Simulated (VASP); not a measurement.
Wanted: the native input for a VASP 6.6.1 run.

* Task: single point
* Functional: PBE
* Potentials or basis: VASP PAW PBE potentials, release 64 (Al, In_d, N)
* Cutoff: 520 eV
* k mesh: 4 × 4 × 4
* Occupations: gaussian, width 0.1 eV
* Spin: collinear spin, ferromagnetic start
* Starting moments: [0.0, 0.0, 0.0, 1.0, 1.0, 1.0] μB
* Dipole correction: no
* Further INCAR settings: ALGO = Normal; EDIFF = 1e-07; NBANDS = 35

The structure of AlIn2N3 lies in POSCAR:

```
AlIn2N3
1.0
    4.8657916300      0.0000000000      0.0000000000
    0.0000000000      4.8657916300      0.0000000000
    0.0000000000      0.0000000000      4.7321345800
Al In N
1 2 3
Direct
    0.5000000000      0.5000000000      0.0000000000
    0.0000000000      0.0000000000      0.2422274000
    0.0000000000      0.0000000000      0.7577726000
    0.5000000000      0.5000000000      0.5000000000
    0.0000000000      0.5000000000      0.5000000000
    0.5000000000      0.0000000000      0.5000000000
```

The input as run:

INCAR

```
SYSTEM = AlIn2N3
PREC = Accurate
ENCUT = 520
EDIFF = 1E-7
ISMEAR = 0
SIGMA = 0.1
LREAL = .False.
LASPH = .True.
NELM = 150
ALGO = Normal
ISIF = 2
LWAVE = .False.
LCHARG = .False.
ISPIN = 2
MAGMOM = 0 0 0 1 1 1
LORBIT = 11
GGA = PE
NBANDS = 35
```

KPOINTS

```
Automatic mesh
0
Gamma
  4 4 4
  0 0 0
```

Potentials or basis: VASP PAW PBE potentials, release 64 (Al, In_d, N).

Run with:

```console
$ cat potpaw_PBE.64/Al/POTCAR potpaw_PBE.64/In_d/POTCAR potpaw_PBE.64/N/POTCAR > POTCAR
$ mpirun -np 1 vasp_std > vasp.out
```

It gave:

- Pressure: -5.1 GPa
- Largest force: 3.674 eV/Å
- Net moment: 0.48 μB per cell
- Site moments: Al +0.01; In -0.01; N -0.32, +0.34 μB
- Valence electrons inside the program's atomic spheres: Al 0.65; In 11.55; N 3.34, 3.35

Caveat: forces of over 1 eV/Å act on the atoms, so gaps and moduli don't describe the material at rest.

It took 3.3 min on 1 thread of Intel Xeon 6975P-C (shared host), peak memory 0.3 GiB.
